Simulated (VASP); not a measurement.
# MgO in VASP: further runs

MgO is run at these levels: PBE; tasks: single point.

Everything below comes from runs of VASP 6.6.1. Logs are shortened: lines on timing, memory, paths and dates and some standing lists are left out, and cuts for length are marked.

## 1. The cell of the first run

The structure is hexagonal, space group P6_3/mmc (No. 194). Conventional cell: a = 3.393 Å, b = 3.393 Å, c = 4.128 Å, α = 90.00°, β = 90.00°, γ = 120.00°. Within 2.6 Å of Mg (site symmetry -6m2) lie 5 O at 1.96 to 2.06 Å. Within 2.6 Å of O (site symmetry -6m2) lie 5 Mg at 1.96 to 2.06 Å.

## 2. Single point, PBE (strained)

Contents of INCAR:

```
PREC = Accurate ; ENCUT = 520
EDIFF = 1E-6 ; ISMEAR = 0
SIGMA = 0.02 ; LREAL = False
LASPH = True ; NELM = 80
ALGO = Normal ; ISIF = 2
LWAVE = False ; LCHARG = False
GGA = PE ; NBANDS = 16
```

Contents of KPOINTS:

```
regular mesh
0
Gamma
  9 9 6
```

Contents of POSCAR:

```
MgO
1.0
    3.3926640258      0.0000000000      0.0000000000
   -1.6963320129      2.9381332328      0.0000000000
    0.0000000000      0.0000000000      4.1284060903
Mg O
2 2
Direct
    0.6666666700      0.3333333300      0.7500000000
    0.3333333300      0.6666666700      0.2500000000
    0.6666666700      0.3333333300      0.2500000000
    0.3333333300      0.6666666700      0.7500000000
```

Potentials or basis: VASP PAW PBE potentials, release 64 (Mg, O).

Command:

```bash
$ cat potpaw_PBE.64/Mg/POTCAR potpaw_PBE.64/O/POTCAR > POTCAR
$ mpirun -np 1 vasp_std > vasp.out
```

OUTCAR:

```text
PREC = Accurate
   ENCUT = 520
   EDIFF = 1E-6
   ISMEAR = 0
   LREAL = False
   LASPH = True
   NELM = 80
   ISIF = 2
   GGA = PE

 ion  position               nearest neighbor table
   1  0.667  0.333  0.750-   4 1.96   4 1.96   4 1.96   3 2.06   3 2.06   2 2.85   2 2.85   2 2.85
                             2 2.85   2 2.85   2 2.85
   2  0.333  0.667  0.250-   3 1.96   3 1.96   3 1.96   4 2.06   4 2.06   1 2.85   1 2.85   1 2.85
                             1 2.85   1 2.85   1 2.85
   3  0.667  0.333  0.250-   2 1.96   2 1.96   2 1.96   1 2.06   1 2.06
   4  0.333  0.667  0.750-   1 1.96   1 1.96   1 1.96   2 2.06   2 2.06

  LATTYP: Found a hexagonal cell.
 ALAT       =     3.3926640258
 C/A-ratio  =     1.2168626362

  Lattice vectors:

 A1 = (   3.3926640258,   0.0000000000,   0.0000000000)
 A2 = (  -1.6963320129,   2.9381332328,   0.0000000000)
 A3 = (   0.0000000000,   0.0000000000,   4.1284060903)

Analysis of symmetry for initial positions (statically):
=====================================================================
 Subroutine PRICEL returns:
 Original cell was already a primitive cell.

 Routine SETGRP: Setting up the symmetry group for a
 hexagonal supercell.

 Subroutine GETGRP returns: Found 24 space group operations
 (whereof 12 operations were pure point group operations)
 out of a pool of 24 trial point group operations.

The static configuration has the point symmetry D_3d.
 The point group associated with its full space group is D_6h.

Analysis of symmetry for dynamics (positions and initial velocities):
=====================================================================
 Subroutine PRICEL returns:
 Original cell was already a primitive cell.

 Routine SETGRP: Setting up the symmetry group for a
 hexagonal supercell.

 Subroutine GETGRP returns: Found 24 space group operations
 (whereof 12 operations were pure point group operations)
 out of a pool of 24 trial point group operations.

The dynamic configuration has the point symmetry D_3d.
 The point group associated with its full space group is D_6h.

 Subroutine INISYM returns: Found 24 space group operations
 (whereof 12 operations are pure point group operations),
 and found     1 'primitive' translations

----------------------------------------------------------------------------------------

                                     Primitive cell

[... 95 lines left out ...]
   LREAL  =      F    real-space projection
   EDIFFG = 0.1E-04   stopping-criterion for IOM
   NSW    =      0    number of steps for IOM
   IBRION =     -1    ionic relax: 0-MD 1-quasi-New 2-CG
   NFREE  =      0    steps in history (QN), initial steepest desc. (CG)
   ISIF   =      2    stress and relaxation
   ISYM   =      2    0-nonsym 1-usesym 2-fastsym
   POTIM  = 0.5000    time-step for ionic-motion
   TEBEG  =    0.0;   TEEND  =   0.0 temperature during run
   PSTRESS=    0.0 pullay stress
   NELECT =      16.0000    total number of electrons
   NUPDOWN=      -1.0000    fix difference up-down
   EMIN   =  10.00;   EMAX   =-10.00  energy-range for DOS
   EFERMI =   0.00;   METHOD = LEGACY
   ISMEAR =     0;   SIGMA  =   0.02  broadening in eV -4-tet -1-fermi 0-gaus
   EFERMI_NEDOS =   21; number of points for ismear=-14 and -15
   IALGO  =     38    algorithm
   IMIX   =      4    mixing-type and parameters
     AMIX     =   0.40;   BMIX     =  1.00
     AMIX_MAG =   1.60;   BMIX_MAG =  1.00
  volume/ion in A,a.u.               =      10.29        69.43
  Fermi-wavevector in a.u.,A,eV,Ry     =   1.194859  2.257956 19.424867  1.427687
  Thomas-Fermi vector in A             =   2.330838
   LORBIT       =      0    0 simple, 1 ext, 2 COOP (PROOUT), +10 PAW based schemes
   GGA     = PE    functional components
   LHFCALC =     F    Hartree Fock is set to
   AEXX    =    0.0000 exact exchange contribution
   IVDW    =     0    specifies the selected vdW correction
   LEPSILON=     F    determine dielectric tensor
   LRPA    =     F    only Hartree local field effects (RPA)
 non-spin polarized calculation
 Gauss-broadening in eV      SIGMA  =   0.02
  energy-cutoff  :      520.00
  volume of cell :       41.15
 maximum number of plane-waves:      1122
 NGX is ok and might be reduce to    28
   NGX = 13   NGY = 13   NGZ = 15

 number of electron      16.0000011 magnetization

 Free energy of the ion-electron system (eV)
  ---------------------------------------------------
  ext. energy  EPLUGINS =         0.00000000
  ---------------------------------------------------
  free energy    TOTEN  =       -23.49173214 eV

  energy without entropy =      -23.49173214  energy(sigma->0) =      -23.49173214

 E-fermi :   2.5691     XC(G=0): -10.3772

 val. band max:        2.4876239503   @ k =   0.0000   0.0000   0.0000
 cond. band min:       6.2591953099   @ k =   0.0000   0.0000   0.0000
 fundamental gap:      3.7715713596
 Fermi energy:         2.5690517071

 k-point     1 :       0.0000    0.0000    0.0000
  band No.  band energies     occupation
      1     -14.7763      2.00000
      2     -13.2246      2.00000
      3      -1.4545      2.00000
      4       0.6234      2.00000
      5       0.6234      2.00000
      6       1.5564      2.00000
[... 433 lines left out ...]
      3      -1.2836      2.00000
      4      -0.5121      2.00000
      5      -0.5121      2.00000
      6       1.1771      2.00000
[... 8 lines left out ...]
     15      16.8687      0.00000
     16      19.8525      0.00000

 [... further k-points ...]

------------------------ aborting loop because EDIFF is reached ----------------------------------------

  FORCE on cell =-STRESS in cart. coord.  units (eV):
  Direction    XX          YY          ZZ          XY          YZ          ZX
  --------------------------------------------------------------------------------------
  -------------------------------------------------------------------------------------
  Total        3.9882619      3.9882619      3.4316947      0.0000000      0.0000000      0.0000000
  in kB      155.2742723    155.2742723    133.6055415      0.0000000      0.0000000      0.0000000
  external PRESSURE =     148.0513621 kB  Pullay stress =       0.0000000 kB

 VOLUME and BASIS-vectors are now :
 -----------------------------------------------------------------------------
  energy-cutoff  :      520.00
  volume of cell :       41.15
      direct lattice vectors                 reciprocal lattice vectors
     3.392664026  0.000000000  0.000000000     0.294753619  0.170176081  0.000000000
    -1.696332013  2.938133233  0.000000000     0.000000000  0.340352163  0.000000000
     0.000000000  0.000000000  4.128406090     0.000000000  0.000000000  0.242224233

 POSITION                                       TOTAL-FORCE (eV/Angst)
 -----------------------------------------------------------------------------------
      1.69633      0.97938      3.09630         0.000000      0.000000      0.000000
     -0.00000      1.95876      1.03210        -0.000000     -0.000000      0.000000
      1.69633      0.97938      1.03210        -0.000000      0.000000      0.000000
     -0.00000      1.95876      3.09630         0.000000     -0.000000      0.000000
 -----------------------------------------------------------------------------------
    total drift:                               -0.000004      0.000003     -0.000000

  FREE ENERGIE OF THE ION-ELECTRON SYSTEM (eV)
  ---------------------------------------------------
  free  energy   TOTEN  =       -23.4917321410 eV

  energy  without entropy=      -23.4917321410  energy(sigma->0) =      -23.49173214
```

OSZICAR:

```text
N       E                     dE             d eps       ncg     rms          rms(c)
DAV:   1     0.612478153799E+02    0.61248E+02   -0.77504E+03  1560   0.898E+02
DAV:   2    -0.238307047065E+02   -0.85079E+02   -0.77878E+02  2120   0.200E+02
DAV:   3    -0.275757249103E+02   -0.37450E+01   -0.37348E+01  1728   0.428E+01
DAV:   4    -0.275907449809E+02   -0.15020E-01   -0.15020E-01  1848   0.314E+00
DAV:   5    -0.275908186744E+02   -0.73693E-04   -0.73693E-04  1736   0.209E-01    0.114E+01
DAV:   6    -0.235467446689E+02    0.40441E+01   -0.10095E+01  1592   0.251E+01    0.337E+00
DAV:   7    -0.235076170461E+02    0.39128E-01   -0.14608E-01  1600   0.301E+00    0.211E+00
DAV:   8    -0.234934020846E+02    0.14215E-01   -0.80600E-02  1648   0.309E+00    0.484E-01
DAV:   9    -0.234909845297E+02    0.24176E-02   -0.51014E-03  1848   0.650E-01    0.115E-01
DAV:  10    -0.234917185205E+02   -0.73399E-03   -0.86494E-04  1552   0.196E-01    0.340E-02
DAV:  11    -0.234917327252E+02   -0.14205E-04   -0.17835E-05  1696   0.347E-02    0.161E-02
DAV:  12    -0.234917321410E+02    0.58423E-06   -0.74203E-06  1552   0.218E-02
   1 F= -.23491732E+02 E0= -.23491732E+02  d E =-.146848E-11
```

stdout:

```text
POSCAR found type information on POSCAR MgO
 POSCAR found :  2 types and       4 ions
 scaLAPACK will be used
 LDA part: xc-table for (Slater+PW92), standard interpolation
 POSCAR, INCAR and KPOINTS ok, starting setup
 FFT: planning ... GRIDC
 FFT: planning ... GRID_SOFT
 FFT: planning ... GRID
 WAVECAR not read
 entering main loop
```

It took 57 s on 1 thread of Intel Xeon 8259CL, shared host; peak memory 0.18 GiB.

Results:

| Item | Value |
| --- | --- |
| Free energy | -23.4917 eV |
| Pressure | 14.8 GPa |
| Band gap on the k mesh | 3.77 eV |

Levels at points of the mesh, in eV from the valence-band top:
```tsv
k point	band 6	band 7	band 8	band 9	band 10	band 11
(0.00, 0.00, 0.00)	-0.93	-0.93	0.00	3.77	9.98	12.65
(0.00, 0.00, 0.50)	-1.42	-1.42	-1.42	6.81	6.81	13.45
```

Caveat: the cell differs from its parent crystal (strained); the cell stands under pressure.

## 3. Single point, PBE (strained)

Contents of INCAR:

```
SYSTEM = MgO
  ALGO = Normal
  EDIFF = 1E-6
  ENCUT = 520
  GGA = PE
  ISIF = 2
  ISMEAR = 0
  LASPH = .True.
  LCHARG = .False.
  LREAL = .False.
  LWAVE = .False.
  NBANDS = 16
  NELM = 100
  PREC = Accurate
  SIGMA = 0.02
```

Contents of KPOINTS:

```
k-points
0
Gamma
  9 9 6
  0 0 0
```

Contents of POSCAR:

```
MgO
1.0
    3.5102246873      0.0000000000      0.0000000000
   -1.7551123437      3.0399437522      0.0000000000
    0.0000000000      0.0000000000      4.4573014951
Mg O
2 2
Direct
    0.6666666700      0.3333333300      0.7500000000
    0.3333333300      0.6666666700      0.2500000000
    0.6666666700      0.3333333300      0.2500000000
    0.3333333300      0.6666666700      0.7500000000
```

Potentials or basis: VASP PAW PBE potentials, release 64 (Mg, O).

Command:

```bash
$ cat potpaw_PBE.64/Mg/POTCAR potpaw_PBE.64/O/POTCAR > POTCAR
$ mpirun -np 1 vasp_std > vasp.out
```

Wall time 50 s (1 thread of Intel Xeon 8259CL, shared host); peak memory 0.19 GiB.

It converged, with:

* Free energy: -23.6027 eV
* Pressure: -5.1 GPa
* Band gap on the k mesh: 2.96 eV

Stress tensor (GPa, compression positive):
```
-3.12  0.00  0.00
 0.00 -3.12  0.00
 0.00  0.00 -9.06
```

Levels at points of the mesh, in eV from the valence-band top:
| k point | band 5 | band 6 | band 7 | band 8 | band 9 | band 10 | band 11 | band 12 |
| --- | --- | --- | --- | --- | --- | --- | --- | --- |
| (0.00, 0.00, 0.00) | -1.59 | -0.85 | -0.85 | 0.00 | 2.96 | 8.62 | 11.06 | 12.33 |
| (0.00, 0.00, 0.50) | -1.23 | -1.23 | -1.23 | -1.23 | 5.91 | 5.91 | 12.69 | 12.69 |

Caveat: the cell differs from its parent crystal (strained); the cell stands under tension.

## 4. Single point, PBE (strained)

Contents of INCAR:

```
ALGO = Normal
EDIFF = 1E-7
ENCUT = 520
GGA = PE
ISIF = 2
ISMEAR = 0
LASPH = True
LCHARG = False
LREAL = False
LWAVE = False
NBANDS = 16
NELM = 100
PREC = Accurate
SIGMA = 0.02
```

Contents of KPOINTS:

```
k-points
0
Gamma
  9 9 6
```

Contents of POSCAR:

```
MgO
1.0
    3.6089240446      0.0000000000      0.0000000000
   -1.8044620223      3.1254199029      0.0000000000
    0.0000000000      0.0000000000      4.2622287506
Mg O
2 2
Direct
    0.6666666700      0.3333333300      0.7500000000
    0.3333333300      0.6666666700      0.2500000000
    0.6666666700      0.3333333300      0.2500000000
    0.3333333300      0.6666666700      0.7500000000
```

Command:

```bash
$ cat potpaw_PBE.64/Mg/POTCAR potpaw_PBE.64/O/POTCAR > POTCAR
$ mpirun -np 1 vasp_std > vasp.out
```

It took 51 s on 1 thread of Intel Xeon 8259CL, shared host; peak memory 0.18 GiB.

The run converged. Its results:

* Free energy: -23.6157 eV
* Pressure: -6.5 GPa
* Band gap on the k mesh: 3.02 eV

Stress tensor (GPa, compression positive):
```
-7.05  0.00  0.00
 0.00 -7.05  0.00
 0.00  0.00 -5.34
```

Levels at points of the mesh, in eV from the valence-band top:
| k point | band 5 | band 6 | band 7 | band 8 | band 9 | band 10 | band 11 | band 12 |
| --- | --- | --- | --- | --- | --- | --- | --- | --- |
| (0.00, 0.00, 0.00) | -1.57 | -0.66 | -0.66 | 0.00 | 3.02 | 8.84 | 11.71 | 11.88 |
| (0.00, 0.00, 0.50) | -1.13 | -1.13 | -1.13 | -1.13 | 6.03 | 6.03 | 12.24 | 12.24 |

Caveat: the cell differs from its parent crystal (strained); the cell stands under tension.

## 5. Single point, PBE (one atom moved)

Contents of INCAR:

```
ALGO = Normal
EDIFF = 1E-6
ENCUT = 520
GGA = PE
ISIF = 2
ISMEAR = 0
LASPH = True
LCHARG = True
LELF = True
LREAL = False
LVHAR = True
LWAVE = False
NBANDS = 16
NELM = 60
PREC = Accurate
SIGMA = 0.02
```

KPOINTS is that of step 4.

Contents of POSCAR:

```
MgO
1.0
    3.4863778627      0.0000000000      0.0000000000
   -1.7431889314      3.0192917963      0.0000000000
    0.0000000000      0.0000000000      4.1780412200
Mg O
2 2
Direct
    0.6666666700      0.3333333300      0.7500000000
    0.3333333300      0.6666666700      0.2500000000
    0.6666666700      0.3333333300      0.2500000000
    0.3462407089      0.6666666700      0.7500000000
```

Command:

```bash
$ cat potpaw_PBE.64/Mg/POTCAR potpaw_PBE.64/O/POTCAR > POTCAR
$ mpirun -np 1 vasp_std > vasp.out
```

It took 2.2 min on 1 thread of Intel Xeon 8259CL, shared host; peak memory 0.24 GiB.

Results (log left out):

```
Free energy            : -23.6462 eV
Pressure               : 4.1 GPa
Largest force          : 0.493 eV/Å
Band gap on the k mesh : 3.43 eV
```

Forces in eV/Å, atoms in the order of the input:
```
Mg   0.334 -0.032  0.000
Mg   0.073  0.000  0.000
O    0.085 -0.003  0.000
O   -0.492  0.034  0.000
```

Stress tensor (GPa, compression positive):
```
 3.87 -1.54  0.00
-1.54  3.78  0.00
 0.00  0.00  4.62
```

Levels at points of the mesh, in eV from the valence-band top:
```
           k point  band 5  band 6  band 7  band 8  band 9  band 10  band 11  band 12
(0.00, 0.00, 0.00)   -1.69   -0.83   -0.78    0.00    3.43     9.48    12.25    12.42
(0.00, 0.00, 0.50)   -1.33   -1.30   -1.29   -1.26    6.46     6.47    12.87    12.90
```

Caveat: the cell differs from its parent crystal (one atom moved); the cell stands under pressure.

## 6. Overview

| cell | gap on the mesh (eV) | pressure (GPa) |
| --- | --- | --- |
| a = 3.393, b = 3.393, c = 4.128 Å, angles 90.0, 90.0, 120.0°, 4 atoms, strained | 3.77 | 14.8 |
| a = 3.510, b = 3.510, c = 4.457 Å, angles 90.0, 90.0, 120.0°, 4 atoms, strained | 2.96 | -5.1 |
| a = 3.609, b = 3.609, c = 4.262 Å, angles 90.0, 90.0, 120.0°, 4 atoms, strained | 3.02 | -6.5 |
| a = 3.486, b = 3.486, c = 4.178 Å, angles 90.0, 90.0, 120.0°, 4 atoms, one atom moved | 3.43 | 4.1 |

Alike in all rows: task single point; level PBE; potentials or basis VASP PAW PBE potentials, release 64 (Mg, O); no spin polarisation; k mesh 9 × 9 × 6; cutoff (eV) 520; smearing gaussian 0.02 eV.

Caveats: the cell stands under pressure (at least some runs); the cell stands under tension (at least some runs).

Absolute energies hang on the potentials; compare differences alone.
